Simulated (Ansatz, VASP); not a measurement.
# ZrC in VASP and in Ansatz

File INCAR:

```
PREC = Accurate
ENCUT = 520
EDIFF = 1E-7
ISMEAR = -1
SIGMA = 0.05
LREAL = F
LASPH = T
NELM = 100
ALGO = Normal
ISIF = 2
LWAVE = F
LCHARG = F
GGA = PS
NBANDS = 15
```

File KPOINTS:

```
Automatic mesh
0
Gamma
  10 10 10
```

The input POSCAR:

```
ZrC
1.0
    0.0000000000      2.3961219900      2.3961219900
    2.3961219900      0.0000000000      2.3961219900
    2.3961219900      2.3961219900      0.0000000000
Zr C
1 1
Direct
    0.5000000000      0.5000000000      0.5000000000
    0.0000000000      0.0000000000      0.0000000000
```

input.yaml

```yaml
crystal:
  lattice:
    - [0.0, 2.39612199, 2.39612199]
    - [2.39612199, 0.0, 2.39612199]
    - [2.39612199, 2.39612199, 0.0]
  atoms:
    - { symbol: Zr, position: [0.5, 0.5, 0.5] }
    - { symbol: C, position: [0.0, 0.0, 0.0] }
kpoints:
  mp_grid: { grid: [10, 10, 10] }
scf:
  occupations: { method: fermi_dirac, width: 0.05 }
hamiltonian:
  xc: pbesol
  pseudopotentials: { kind: all_electron, lapw: { basis_error: 0.0005 } }
output:
  forces: true
  stress: true
  eigenvalues: true
```

Change from the starting cell: volume scaled by 1.04.

Alike in both runs: task single point; functional PBEsol; k mesh 10 × 10 × 10; occupations fermi-dirac, width 0.05 eV; no spin polarisation.

```csv
,VASP,Ansatz
version,VASP 6.6.1,Ansatz 0.2.0
potentials or method,"VASP PAW PBE potentials, release 64 (Zr_sv, C), cutoff 520 eV","all-electron LAPW, scalar-relativistic"
```

```csv
,VASP,Ansatz,Ansatz less VASP
gap on the k mesh at the Fermi level (eV),none,none,-
pressure (GPa),-15.4,-15.7,-0.24
```

VASP's potentials were made for PBE, not for PBEsol. A gap of «none» marks a metal or a gap that the smearing closes. Ansatz ran all-electron here, and VASP with PAW potentials.
